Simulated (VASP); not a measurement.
# BeS5 (P6/mmm) in VASP: further runs

BeS5 is run at these levels: PBE; tasks: single point, relaxation of cell and atoms.

Program: VASP 6.6.1. These are calculated values, not measurements. Logs are shortened: lines on timing, memory, paths and dates and some standing lists are left out, and cuts for length are marked.

### Step 1. The cell of the first run

Symmetry: P6/mmm, No. 191, hexagonal system. Conventional cell: a = 5.389 Å, b = 5.389 Å, c = 4.514 Å, α = 90.00°, β = 90.00°, γ = 120.00°. Within 3.0 Å of Be (site symmetry 6/mmm) lie 2 S at 2.26 Å. S (site symmetry 3m) has 1 S at 1.91 Å within 2.5 Å. Within 3.0 Å of S (site symmetry 6/mmm) lie 2 Be at 2.26 Å.

### Step 2. Single point, PBE

File INCAR:

```
SYSTEM = BeS5
PREC     = Accurate       ! precision mode
ENCUT    = 520            ! plane-wave cutoff, eV
EDIFF    = 1E-6           ! SCF threshold, eV
ISMEAR   = 0              ! smearing method
SIGMA    = 0.1            ! smearing width, eV
LREAL    = .False.        ! projectors in reciprocal space
LASPH    = .True.         ! aspherical terms in the spheres
NELM     = 80             ! most SCF steps
ALGO     = Normal         ! electronic algorithm
ISIF     = 2              ! what is computed and relaxed
LWAVE    = .False.        ! write WAVECAR
LCHARG   = .False.        ! write CHGCAR
GGA      = PE             ! functional
NBANDS   = 25             ! bands
```

File KPOINTS:

```
regular mesh
0
Gamma
  12 12 8
  0 0 0
```

File POSCAR:

```
BeS5
1.0
    5.3890338902      0.0000000000      0.0000000000
   -2.6945169451      4.6670402508      0.0000000000
    0.0000000000      0.0000000000      4.5136249110
Be S
1 5
Direct
    0.0000000000      0.0000000000      0.5000000000
    0.3333333333      0.6666666667      0.2885859804
    0.6666666667      0.3333333333      0.2885859804
    0.6666666667      0.3333333333      0.7114140196
    0.3333333333      0.6666666667      0.7114140196
    0.0000000000      0.0000000000      0.0000000000
```

Potentials or basis: VASP PAW PBE potentials, release 64 (Be, S).

Run with:

```
cat potpaw_PBE.64/Be/POTCAR potpaw_PBE.64/S/POTCAR > POTCAR
mpirun -np 1 vasp_std > vasp.out
```

OUTCAR:

```text
SYSTEM = BeS5
   PREC = Accurate
   ENCUT = 520
   EDIFF = 1E-6
   ISMEAR = 0
   LREAL = .False.
   LASPH = .True.
   NELM = 80
   ISIF = 2
   GGA = PE

 ion  position               nearest neighbor table
   1  0.000  0.000  0.500-   6 2.26   6 2.26
   2  0.333  0.667  0.289-   5 1.91   5 2.61
   3  0.667  0.333  0.289-   4 1.91   4 2.61
   4  0.667  0.333  0.711-   3 1.91   3 2.61
   5  0.333  0.667  0.711-   2 1.91   2 2.61
   6  0.000  0.000  0.000-   1 2.26   1 2.26

  LATTYP: Found a hexagonal cell.
 ALAT       =     5.3890338902
 C/A-ratio  =     0.8375573439

  Lattice vectors:

 A1 = (   5.3890338902,   0.0000000000,   0.0000000000)
 A2 = (  -2.6945169451,   4.6670402508,   0.0000000000)
 A3 = (   0.0000000000,   0.0000000000,   4.5136249110)

Analysis of symmetry for initial positions (statically):
=====================================================================
 Subroutine PRICEL returns:
 Original cell was already a primitive cell.

 Routine SETGRP: Setting up the symmetry group for a
 hexagonal supercell.

 Subroutine GETGRP returns: Found 24 space group operations
 (whereof 24 operations were pure point group operations)
 out of a pool of 24 trial point group operations.

The static configuration has the point symmetry D_6h.

Analysis of symmetry for dynamics (positions and initial velocities):
=====================================================================
 Subroutine PRICEL returns:
 Original cell was already a primitive cell.

 Routine SETGRP: Setting up the symmetry group for a
 hexagonal supercell.

 Subroutine GETGRP returns: Found 24 space group operations
 (whereof 24 operations were pure point group operations)
 out of a pool of 24 trial point group operations.

The dynamic configuration has the point symmetry D_6h.

 Subroutine INISYM returns: Found 24 space group operations
 (whereof 24 operations are pure point group operations),
 and found     1 'primitive' translations

----------------------------------------------------------------------------------------

                                     Primitive cell

  volume of cell :     113.5214

  direct lattice vectors                    reciprocal lattice vectors
     5.389033890  0.000000000  0.000000000     0.185562017  0.107134281  0.000000000
    -2.694516945  4.667040251  0.000000000     0.000000000  0.214268561  0.000000000
     0.000000000  0.000000000  4.513624911     0.000000000  0.000000000  0.221551418

  length of vectors
     5.389033890  5.389033890  4.513624911     0.214268561  0.214268561  0.221551418

  position of ions in fractional coordinates (direct lattice)
     0.000000000  0.000000000  0.500000000
     0.333333333  0.666666667  0.288585980
     0.666666667  0.333333333  0.288585980
     0.666666667  0.333333333  0.711414020
     0.333333333  0.666666667  0.711414020
     0.000000000  0.000000000  0.000000000

  ion indices of the primitive-cell ions
   primitive index   ion index
                 1           1
                 2           2
                 3           3
                 4           4
                 5           5
                 6           6

----------------------------------------------------------------------------------------

 KPOINTS: regular mesh

Automatic generation of k-mesh.
 Grid dimensions read from file:
 generate k-points for:   12   12    8

 Generating k-lattice:

  Cartesian coordinates                     Fractional coordinates (reciprocal lattice)
     0.015463501  0.008927857  0.000000000     0.083333333 -0.000000000  0.000000000
     0.000000000  0.017855713  0.000000000     0.000000000  0.083333333  0.000000000
     0.000000000  0.000000000  0.027693927     0.000000000  0.000000000  0.125000000

  Length of vectors
     0.017855713  0.017855713  0.027693927

  Shift w.r.t. Gamma in fractional coordinates (k-lattice)
     0.000000000  0.000000000  0.000000000

 Subroutine IBZKPT returns following result:
 ===========================================

 Found     95 irreducible k-points:

 Following reciprocal coordinates:
            Coordinates               Weight
  0.000000  0.000000  0.000000      1.000000
  0.083333  0.000000  0.000000      6.000000
  0.166667 -0.000000  0.000000      6.000000
  0.250000 -0.000000  0.000000      6.000000
  0.333333 -0.000000  0.000000      6.000000
  0.416667 -0.000000  0.000000      6.000000
[... 16 lines left out ...]
  0.250000 -0.000000  0.125000     12.000000
  0.333333 -0.000000  0.125000     12.000000
 [... further k-points ...]
   k-points           NKPTS =     95   k-points in BZ     NKDIM =     95   number of bands    NBANDS=     25
   number of dos      NEDOS =    301   number of ions     NIONS =      6
   total plane-waves  NPLWV =  57600
   dimension x,y,z NGX =    40 NGY =   40 NGZ =   36
   dimension x,y,z NGXF=    80 NGYF=   80 NGZF=   72
   ions per type =               1   5
   NGX,Y,Z   is equivalent  to a cutoff of  12.34, 12.34, 13.26 a.u.
   NGXF,Y,Z  is equivalent  to a cutoff of  24.68, 24.68, 26.52 a.u.
 SYSTEM =  BeS5
   PREC   = accura    normal or accurate (medium, high low for compatibility)
   ISTART =      0    job   : 0-new  1-cont  2-samecut
   ICHARG =      2    charge: 1-file 2-atom 10-const
   ISPIN  =      1    spin polarized calculation?
   LNONCOLLINEAR =      F non collinear calculations
   LSORBIT =      F    spin-orbit coupling
   LASPH  =      T    aspherical Exc in radial PAW
   ENCUT  =  520.0 eV  38.22 Ry    6.18 a.u.  10.02 10.02  8.39*2*pi/ulx,y,z
   NELM   =     80;   NELMIN=  2; NELMDL= -5     # of ELM steps
   EDIFF  = 0.1E-05   stopping-criterion for ELM
   LREAL  =      F    real-space projection
   EDIFFG = 0.1E-04   stopping-criterion for IOM
   NSW    =      0    number of steps for IOM
   IBRION =     -1    ionic relax: 0-MD 1-quasi-New 2-CG
   NFREE  =      0    steps in history (QN), initial steepest desc. (CG)
   ISIF   =      2    stress and relaxation
   ISYM   =      2    0-nonsym 1-usesym 2-fastsym
   POTIM  = 0.5000    time-step for ionic-motion
   TEBEG  =    0.0;   TEEND  =   0.0 temperature during run
   PSTRESS=    0.0 pullay stress
   NELECT =      32.0000    total number of electrons
   NUPDOWN=      -1.0000    fix difference up-down
   EMIN   =  10.00;   EMAX   =-10.00  energy-range for DOS
   EFERMI =   0.00;   METHOD = LEGACY
   ISMEAR =     0;   SIGMA  =   0.10  broadening in eV -4-tet -1-fermi 0-gaus
   EFERMI_NEDOS =   21; number of points for ismear=-14 and -15
   IALGO  =     38    algorithm
   IMIX   =      4    mixing-type and parameters
     AMIX     =   0.40;   BMIX     =  1.00
     AMIX_MAG =   1.60;   BMIX_MAG =  1.00
  volume/ion in A,a.u.               =      18.92       127.68
  Fermi-wavevector in a.u.,A,eV,Ry     =   1.073410  2.028450 15.676747  1.152208
  Thomas-Fermi vector in A             =   2.209208
   LORBIT       =      0    0 simple, 1 ext, 2 COOP (PROOUT), +10 PAW based schemes
   GGA     = PE    functional components
   LHFCALC =     F    Hartree Fock is set to
   AEXX    =    0.0000 exact exchange contribution
   IVDW    =     0    specifies the selected vdW correction
   LEPSILON=     F    determine dielectric tensor
   LRPA    =     F    only Hartree local field effects (RPA)
 non-spin polarized calculation
 Gauss-broadening in eV      SIGMA  =   0.10
  energy-cutoff  :      520.00
  volume of cell :      113.52
 maximum number of plane-waves:      3084
   NGX = 21   NGY = 21   NGZ = 17

 number of electron      32.0000000 magnetization

 Free energy of the ion-electron system (eV)
  ---------------------------------------------------
  ext. energy  EPLUGINS =         0.00000000
  ---------------------------------------------------
  free energy    TOTEN  =       -21.24256190 eV

  energy without entropy =      -21.23041016  energy(sigma->0) =      -21.23648603

 E-fermi :   4.7835     XC(G=0):  -9.6441

 val. band max:        4.7808983112   @ k =   0.2500   0.2500   0.3750
 cond. band min:       4.7909031208   @ k =   0.4167   0.1667   0.0000
 fundamental gap:      0.0100048096
 Fermi energy:         4.7834869323

 k-point     1 :       0.0000    0.0000    0.0000
  band No.  band energies     occupation
      1     -12.0389      2.00000
      2     -10.8255      2.00000
      3      -7.2783      2.00000
      4      -5.4117      2.00000
      5      -3.9569      2.00000
      6      -2.5640      2.00000
[... 17 lines left out ...]
     24      11.9904      0.00000
     25      12.6948      0.00000

 k-point     2 :       0.0833    0.0000    0.0000
  band No.  band energies     occupation
      1     -12.0216      2.00000
      2     -10.8460      2.00000
      3      -7.2863      2.00000
      4      -5.3921      2.00000
      5      -3.9834      2.00000
      6      -2.5651      2.00000
[... 17 lines left out ...]
     24      12.1792      0.00000
     25      12.6869      0.00000

 k-point     3 :       0.1667   -0.0000    0.0000
  band No.  band energies     occupation
      1     -11.9711      2.00000
      2     -10.9052      2.00000
      3      -7.3092      2.00000
      4      -5.3347      2.00000
      5      -4.0593      2.00000
      6      -2.5663      2.00000
[... 17 lines left out ...]
     24      12.5749      0.00000
     25      12.6686      0.00000

 k-point     4 :       0.2500   -0.0000    0.0000
  band No.  band energies     occupation
      1     -11.8919      2.00000
      2     -10.9957      2.00000
      3      -7.3426      2.00000
      4      -5.2443      2.00000
      5      -4.1740      2.00000
      6      -2.5616      2.00000
[... 17 lines left out ...]
     24      12.3526      0.00000
     25      12.6705      0.00000

 k-point     5 :       0.3333   -0.0000    0.0000
  band No.  band energies     occupation
      1     -11.7930      2.00000
      2     -11.1054      2.00000
      3      -7.3784      2.00000
      4      -5.1307      2.00000
      5      -4.3111      2.00000
      6      -2.5453      2.00000
[... 17 lines left out ...]
     24      11.7798      0.00000
     25      12.7472      0.00000

 k-point     6 :       0.4167   -0.0000    0.0000
  band No.  band energies     occupation
      1     -11.6940      2.00000
      2     -11.2118      2.00000
      3      -7.4059      2.00000
      4      -5.0161      2.00000
      5      -4.4422      2.00000
      6      -2.5223      2.00000
[... 17 lines left out ...]
     24      11.5903      0.00000
     25      12.9242      0.00000
[... 393 lines left out ...]
 k-point    21 :       0.0833    0.0000    0.1250
  band No.  band energies     occupation
      1     -11.9618      2.00000
      2     -10.7952      2.00000
      3      -7.3632      2.00000
      4      -5.7886      2.00000
      5      -4.5488      2.00000
      6      -1.9129      2.00000
[... 17 lines left out ...]
     24      11.2622      0.00000
     25      12.5136      0.00000

 k-point    22 :       0.1667   -0.0000    0.1250
  band No.  band energies     occupation
      1     -11.9118      2.00000
      2     -10.8540      2.00000
      3      -7.3686      2.00000
      4      -5.7604      2.00000
      5      -4.6237      2.00000
      6      -1.9004      2.00000
[... 17 lines left out ...]
     24      11.3501      0.00000
     25      12.2558      0.00000

 k-point    23 :       0.2500   -0.0000    0.1250
  band No.  band energies     occupation
      1     -11.8335      2.00000
      2     -10.9439      2.00000
      3      -7.3792      2.00000
      4      -5.7099      2.00000
      5      -4.7362      2.00000
      6      -1.8757      2.00000
[... 17 lines left out ...]
     24      11.4312      0.00000
     25      12.1178      0.00000

 k-point    24 :       0.3333   -0.0000    0.1250
  band No.  band energies     occupation
      1     -11.7356      2.00000
      2     -11.0528      2.00000
      3      -7.3934      2.00000
      4      -5.6384      2.00000
      5      -4.8676      2.00000
      6      -1.8362      2.00000
[... 17 lines left out ...]
     24      11.5549      0.00000
     25      11.8442      0.00000

 [... further k-points ...]
[... 5 lines left out ...]
  --------------------------------------------------------------------------------------
  -------------------------------------------------------------------------------------
  Total       -0.0573680     -0.0573680     -0.8415052     -0.0000000      0.0000000      0.0000000
  in kB       -0.8096594     -0.8096594    -11.8765273     -0.0000000      0.0000000      0.0000000
  external PRESSURE =      -4.4986153 kB  Pullay stress =       0.0000000 kB

 VOLUME and BASIS-vectors are now :
 -----------------------------------------------------------------------------
  energy-cutoff  :      520.00
  volume of cell :      113.52
      direct lattice vectors                 reciprocal lattice vectors
     5.389033890  0.000000000  0.000000000     0.185562017  0.107134281  0.000000000
    -2.694516945  4.667040251  0.000000000     0.000000000  0.214268561  0.000000000
     0.000000000  0.000000000  4.513624911     0.000000000  0.000000000  0.221551418

 POSITION                                       TOTAL-FORCE (eV/Angst)
 -----------------------------------------------------------------------------------
      0.00000      0.00000      2.25681         0.000000      0.000000      0.000000
     -0.00000      3.11136      1.30257         0.000000     -0.000000      0.255561
      2.69452      1.55568      1.30257        -0.000000      0.000000      0.255561
      2.69452      1.55568      3.21106         0.000000      0.000000     -0.255561
     -0.00000      3.11136      3.21106         0.000000     -0.000000     -0.255561
      0.00000      0.00000      0.00000         0.000000      0.000000      0.000000
 -----------------------------------------------------------------------------------
    total drift:                               -0.000000     -0.000000      0.000000

  FREE ENERGIE OF THE ION-ELECTRON SYSTEM (eV)
  ---------------------------------------------------
  free  energy   TOTEN  =       -21.2425618995 eV

  energy  without entropy=      -21.2304101580  energy(sigma->0) =      -21.23648603
```

Wall time 85 s (1 thread of Intel Xeon 6975P-C (Granite Rapids), shared host); peak memory 0.35 GiB.

Results:

- Free energy: -21.2426 eV
- Pressure: -0.4 GPa
- Largest force: 0.256 eV/Å
- Band gap on the k mesh: zero (band 16 reaches 5.09 eV, above the bottom of band 17 at 4.46 eV)

Forces on the atoms (eV/Å):
```
Be   0.000  0.000  0.000
S    0.000  0.000  0.256
S    0.000  0.000  0.256
S    0.000  0.000 -0.256
S    0.000  0.000 -0.256
S    0.000  0.000  0.000
```

(Continued in part 2 of 2.)
